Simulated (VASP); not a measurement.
# Sb (Pm) in VASP: single point with PBEsol

Aim: the single point of Sb with PBEsol.

Program: VASP 6.6.1. These are calculated values, not measurements. Logs are shortened: lines on timing, memory, paths and dates and some standing lists are left out, and cuts for length are marked.

### Step 1. The cell of the first run

Symmetry: Pm, No. 6, monoclinic system. Conventional cell: a = 4.715 Å, b = 4.670 Å, c = 6.793 Å, α = 90.00°, β = 102.69°, γ = 90.00°. Within 4.0 Å of Sb (site symmetry m) lie 7 Sb at 3.02 to 4.00 Å. Sb (site symmetry m) has 7 Sb at 3.04 to 3.95 Å within 4.0 Å. Sb (site symmetry m) has 7 Sb at 3.02 to 3.95 Å within 4.0 Å. Within 4.0 Å of Sb (site symmetry m) lie 7 Sb at 3.04 to 4.00 Å.

### Step 2. Single point, PBEsol (strained and its atoms moved)

File INCAR:

```
  ALGO = Fast
  EDIFF = 1E-6
  ENCUT = 520
  GGA = PS
  ISIF = 2
  ISMEAR = 0
  LASPH = T
  LCHARG = F
  LREAL = F
  LWAVE = F
  NBANDS = 18
  NELM = 60
  PREC = Accurate
  SIGMA = 0.1
```

File KPOINTS:

```
k-points
0
Gamma
  10 10 8
```

File POSCAR:

```
Sb
1.0
    4.7145581790      0.0000000000     -0.0417001170
    0.0000000000      4.6702731960      0.0000000000
   -1.4336324642      0.0000000000      6.6403122046
Sb
4
Direct
    0.6669966886      0.7500000000      0.3138452023
    0.0571734617      0.2500000000      0.2398596292
    0.9366325086      0.7500000000      0.7595326350
    0.3391973412      0.2500000000      0.6867625335
```

Potentials or basis: VASP PAW PBE potentials, release 64 (Sb).

Command:

```sh
> cat potpaw_PBE.64/Sb/POTCAR > POTCAR
> mpirun -np 1 vasp_std > vasp.out
```

OUTCAR:

```text
EDIFF = 1E-6
   ENCUT = 520
   GGA = PS
   ISIF = 2
   ISMEAR = 0
   LASPH = T
   LREAL = F
   NELM = 60
   PREC = Accurate

 ion  position               nearest neighbor table
   1  0.667  0.750  0.314-   3 3.02   2 3.08   2 3.08   2 3.65   2 3.65
   2  0.057  0.250  0.240-   4 3.04   1 3.08   1 3.08   1 3.65   1 3.65
   3  0.937  0.750  0.760-   1 3.02   4 3.12   4 3.12   4 3.61   4 3.61
   4  0.339  0.250  0.687-   2 3.04   3 3.12   3 3.12   3 3.61   3 3.61

  LATTYP: Found a simple monoclinic cell.
 ALAT       =     4.7147425935
 B/A-ratio  =     0.9905680116
 C/A-ratio  =     1.4408653161
 COS(beta)  =    -0.2196731261

  Lattice vectors:

 A1 = (   4.7145581790,   0.0000000000,  -0.0417001170)
 A2 = (   0.0000000000,   4.6702731960,   0.0000000000)
 A3 = (  -1.4336324642,   0.0000000000,   6.6403122046)

Analysis of symmetry for initial positions (statically):
=====================================================================
 Subroutine PRICEL returns:
 Original cell was already a primitive cell.

 Routine SETGRP: Setting up the symmetry group for a
 simple monoclinic supercell.

 Subroutine GETGRP returns: Found  2 space group operations
 (whereof  1 operations were pure point group operations)
 out of a pool of  4 trial point group operations.

The static configuration has the point symmetry C_1 .
 The point group associated with its full space group is C_1h.

Analysis of symmetry for dynamics (positions and initial velocities):
=====================================================================
 Subroutine PRICEL returns:
 Original cell was already a primitive cell.

 Routine SETGRP: Setting up the symmetry group for a
 simple monoclinic supercell.

 Subroutine GETGRP returns: Found  2 space group operations
 (whereof  1 operations were pure point group operations)
 out of a pool of  4 trial point group operations.

The dynamic configuration has the point symmetry C_1 .
 The point group associated with its full space group is C_1h.

 Subroutine INISYM returns: Found  2 space group operations
 (whereof  1 operations are pure point group operations),
 and found     1 'primitive' translations

----------------------------------------------------------------------------------------

                                     Primitive cell

  volume of cell :     145.9290

  direct lattice vectors                    reciprocal lattice vectors
     4.714558179  0.000000000 -0.041700117     0.212514774  0.000000000  0.045881590
     0.000000000  4.670273196  0.000000000     0.000000000  0.214120236  0.000000000
    -1.433632464  0.000000000  6.640312205     0.001334559  0.000000000  0.150883458

  length of vectors
     4.714742593  4.670273196  6.793309077     0.217411245  0.214120236  0.150889360

  position of ions in fractional coordinates (direct lattice)
     0.666996689  0.750000000  0.313845202
     0.057173462  0.250000000  0.239859629
     0.936632509  0.750000000  0.759532635
     0.339197341  0.250000000  0.686762534

  ion indices of the primitive-cell ions
   primitive index   ion index
                 1           1
                 2           2
                 3           3
                 4           4

----------------------------------------------------------------------------------------

 KPOINTS: k-points

Automatic generation of k-mesh.
 Grid dimensions read from file:
 generate k-points for:   10   10    8

 Generating k-lattice:

  Cartesian coordinates                     Fractional coordinates (reciprocal lattice)
     0.021251477  0.000000000  0.004588159     0.100000000  0.000000000  0.000000000
     0.000000000  0.021412024  0.000000000     0.000000000  0.100000000  0.000000000
     0.000166820  0.000000000  0.018860432    -0.000000000  0.000000000  0.125000000

  Length of vectors
     0.021741125  0.021412024  0.018861170

  Shift w.r.t. Gamma in fractional coordinates (k-lattice)
     0.000000000  0.000000000  0.000000000

 Subroutine IBZKPT returns following result:
 ===========================================

 Found    252 irreducible k-points:

 Following reciprocal coordinates:
            Coordinates               Weight
  0.000000  0.000000  0.000000      1.000000
  0.100000  0.000000 -0.000000      2.000000
  0.200000  0.000000 -0.000000      2.000000
  0.300000  0.000000  0.000000      2.000000
  0.400000  0.000000  0.000000      2.000000
  0.500000  0.000000  0.000000      1.000000
[... 16 lines left out ...]
  0.400000  0.300000  0.000000      4.000000
  0.500000  0.300000  0.000000      2.000000
 [... further k-points ...]
   k-points           NKPTS =    252   k-points in BZ     NKDIM =    252   number of bands    NBANDS=     18
   number of dos      NEDOS =    301   number of ions     NIONS =      4
   total plane-waves  NPLWV =  69984
   dimension x,y,z NGX =    36 NGY =   36 NGZ =   54
   dimension x,y,z NGXF=    72 NGYF=   72 NGZF=  108
   ions per type =               4
   NGX,Y,Z   is equivalent  to a cutoff of  12.69, 12.81, 13.21 a.u.
   NGXF,Y,Z  is equivalent  to a cutoff of  25.39, 25.63, 26.43 a.u.
 SYSTEM =  unknown system
   PREC   = accura    normal or accurate (medium, high low for compatibility)
   ISTART =      0    job   : 0-new  1-cont  2-samecut
   ICHARG =      2    charge: 1-file 2-atom 10-const
   ISPIN  =      1    spin polarized calculation?
   LNONCOLLINEAR =      F non collinear calculations
   LSORBIT =      F    spin-orbit coupling
   LASPH  =      T    aspherical Exc in radial PAW
   ENCUT  =  520.0 eV  38.22 Ry    6.18 a.u.   8.77  8.68 12.63*2*pi/ulx,y,z
   NELM   =     60;   NELMIN=  2; NELMDL= -5     # of ELM steps
   EDIFF  = 0.1E-05   stopping-criterion for ELM
   LREAL  =      F    real-space projection
   EDIFFG = 0.1E-04   stopping-criterion for IOM
   NSW    =      0    number of steps for IOM
   IBRION =     -1    ionic relax: 0-MD 1-quasi-New 2-CG
   NFREE  =      0    steps in history (QN), initial steepest desc. (CG)
   ISIF   =      2    stress and relaxation
   ISYM   =      2    0-nonsym 1-usesym 2-fastsym
   POTIM  = 0.5000    time-step for ionic-motion
   TEBEG  =    0.0;   TEEND  =   0.0 temperature during run
   PSTRESS=    0.0 pullay stress
   NELECT =      20.0000    total number of electrons
   NUPDOWN=      -1.0000    fix difference up-down
   EMIN   =  10.00;   EMAX   =-10.00  energy-range for DOS
   EFERMI =   0.00;   METHOD = LEGACY
   ISMEAR =     0;   SIGMA  =   0.10  broadening in eV -4-tet -1-fermi 0-gaus
   EFERMI_NEDOS =   21; number of points for ismear=-14 and -15
   IALGO  =     68    algorithm
   IMIX   =      4    mixing-type and parameters
     AMIX     =   0.40;   BMIX     =  1.00
     AMIX_MAG =   1.60;   BMIX_MAG =  1.00
  volume/ion in A,a.u.               =      36.48       246.19
  Fermi-wavevector in a.u.,A,eV,Ry     =   0.844055  1.595033  9.693192  0.712429
  Thomas-Fermi vector in A             =   1.959022
   LORBIT       =      0    0 simple, 1 ext, 2 COOP (PROOUT), +10 PAW based schemes
   GGA     = PS    functional components
   LHFCALC =     F    Hartree Fock is set to
   AEXX    =    0.0000 exact exchange contribution
   IVDW    =     0    specifies the selected vdW correction
   LEPSILON=     F    determine dielectric tensor
   LRPA    =     F    only Hartree local field effects (RPA)
 non-spin polarized calculation
 RMM-DIIS sequential band-by-band and
 Gauss-broadening in eV      SIGMA  =   0.10
  energy-cutoff  :      520.00
  volume of cell :      145.93
 maximum number of plane-waves:      3952
   NGX = 17   NGY = 17   NGZ = 25

 number of electron      19.9999999 magnetization

 Free energy of the ion-electron system (eV)
  ---------------------------------------------------
  ext. energy  EPLUGINS =         0.00000000
  ---------------------------------------------------
  free energy    TOTEN  =       -17.22042290 eV

  energy without entropy =      -17.21600813  energy(sigma->0) =      -17.21821551

 E-fermi :   4.7464     XC(G=0):  -8.8818

 val. band max:        4.7381105840   @ k =   0.3000   0.2000   0.3750
 cond. band min:       4.7489515327   @ k =   0.4000   0.0000   0.2500
 fundamental gap:      0.0108409488
 Fermi energy:         4.7463561343

 k-point     1 :       0.0000    0.0000    0.0000
  band No.  band energies     occupation
      1      -6.5328      2.00000
      2      -4.5408      2.00000
      3      -2.6313      2.00000
      4      -1.4947      2.00000
      5       0.9331      2.00000
      6       1.7984      2.00000
[... 10 lines left out ...]
     17       8.7128      0.00000
     18      10.2660      0.00000

 k-point     2 :       0.1000    0.0000   -0.0000
  band No.  band energies     occupation
      1      -6.4790      2.00000
      2      -4.5027      2.00000
      3      -2.7706      2.00000
      4      -1.5746      2.00000
      5       0.9179      2.00000
      6       1.8640      2.00000
[... 10 lines left out ...]
     17       8.7195      0.00000
     18      10.2560      0.00000

 k-point     3 :       0.2000    0.0000   -0.0000
  band No.  band energies     occupation
      1      -6.3219      2.00000
      2      -4.3955      2.00000
      3      -3.1339      2.00000
      4      -1.8067      2.00000
      5       0.9691      2.00000
      6       2.0563      2.00000
[... 10 lines left out ...]
     17       9.0626      0.00000
     18      10.4028      0.00000

 k-point     4 :       0.3000    0.0000    0.0000
  band No.  band energies     occupation
      1      -6.0783      2.00000
      2      -4.2558      2.00000
      3      -3.5836      2.00000
      4      -2.1362      2.00000
      5       1.1758      2.00000
      6       2.3566      2.00000
[... 375 lines left out ...]
      4      -2.4761      2.00000
      5       0.9481      2.00000
      6       1.5880      2.00000
[... 10 lines left out ...]
     17      10.7561      0.00000
     18      11.0436      0.00000

 k-point    23 :       0.4000    0.3000    0.0000
  band No.  band energies     occupation
      1      -5.3455      2.00000
      2      -4.1936      2.00000
      3      -3.6483      2.00000
      4      -2.6092      2.00000
      5       0.8028      2.00000
      6       1.7524      2.00000
[... 10 lines left out ...]
     17      10.8032      0.00000
     18      11.0027      0.00000

 k-point    24 :       0.5000    0.3000    0.0000
  band No.  band energies     occupation
      1      -5.2197      2.00000
      2      -4.3010      2.00000
      3      -3.5882      2.00000
      4      -2.6664      2.00000
      5       0.7925      2.00000
      6       1.5474      2.00000
[... 10 lines left out ...]
     17      10.7545      0.00000
     18      10.9591      0.00000

 [... further k-points ...]

------------------------ aborting loop because EDIFF is reached ----------------------------------------

  FORCE on cell =-STRESS in cart. coord.  units (eV):
  Direction    XX          YY          ZZ          XY          YZ          ZX
  --------------------------------------------------------------------------------------
  -------------------------------------------------------------------------------------
  Total       -5.4558056     -6.8270280     -5.3083118      0.0000000      0.0000000      0.0448095
  in kB      -59.9001363    -74.9550004    -58.2807793      0.0000000      0.0000000      0.4919705
  external PRESSURE =     -64.3786387 kB  Pullay stress =       0.0000000 kB

 VOLUME and BASIS-vectors are now :
 -----------------------------------------------------------------------------
  energy-cutoff  :      520.00
  volume of cell :      145.93
      direct lattice vectors                 reciprocal lattice vectors
     4.714558179  0.000000000 -0.041700117     0.212514774  0.000000000  0.045881590
     0.000000000  4.670273196  0.000000000     0.000000000  0.214120236  0.000000000
    -1.433632464  0.000000000  6.640312205     0.001334559  0.000000000  0.150883458

 POSITION                                       TOTAL-FORCE (eV/Angst)
 -----------------------------------------------------------------------------------
      2.69466      3.50270      2.05622         0.430419      0.000000      0.360693
     -0.07432      1.16757      1.59036        -0.248918      0.000000      0.610148
      3.32692      3.50270      5.00448         0.355233      0.000000     -0.595882
      0.61460      1.16757      4.54617        -0.536734      0.000000     -0.374958
 -----------------------------------------------------------------------------------
    total drift:                                0.000029      0.000000     -0.000027

  FREE ENERGIE OF THE ION-ELECTRON SYSTEM (eV)
  ---------------------------------------------------
  free  energy   TOTEN  =       -17.2204228961 eV

  energy  without entropy=      -17.2160081270  energy(sigma->0) =      -17.21821551
```

Run time: 11 min. Hardware: 1 thread of Oxide Virtual Turin-like, shared host; peak memory 0.58 GiB.

Results:

| Property | Result |
| --- | --- |
| Free energy | -17.2204 eV |
| Pressure | -6.4 GPa |
| Largest force | 0.694 eV/Å |
| Band gap on the k mesh | zero (bands 10 and 11 overlap by 0.17 eV) |

Forces in eV/Å, atoms in the order of the input:
```
Sb   0.430  0.000  0.361
Sb  -0.249  0.000  0.610
Sb   0.355  0.000 -0.596
Sb  -0.537  0.000 -0.375
```

Levels at points of the mesh, in eV from the Fermi level:
```
           k point  band 8  band 9  band 10  band 11  band 12  band 13
(0.00, 0.00, 0.00)   -1.64   -1.21    -0.14     1.99     2.50     2.70
(0.50, 0.00, 0.00)   -1.02   -0.72    -0.62     0.38     0.76     0.96
(0.00, 0.50, 0.00)   -1.18   -0.78    -0.77     0.41     0.44     1.38
(0.50, 0.50, 0.00)   -2.89   -1.85    -1.84     1.08     1.21     4.26
(0.00, 0.00, 0.50)   -1.81   -1.24    -1.16     0.59     1.94     2.06
(0.50, 0.00, 0.50)   -0.87   -0.86    -0.68    -0.04     0.67     1.02
(0.00, 0.50, 0.50)   -1.38   -0.55    -0.52     0.21     0.21     0.99
(0.50, 0.50, 0.50)   -3.12   -1.14    -1.08     1.92     1.99     3.53
```

Caveat: the cell differs from its parent crystal (strained and its atoms moved); the cell stands under tension; the PAW data sets were made with another functional, which shifts forces and pressure a little; spin-orbit coupling is left out, which moves the levels of the heavy elements.
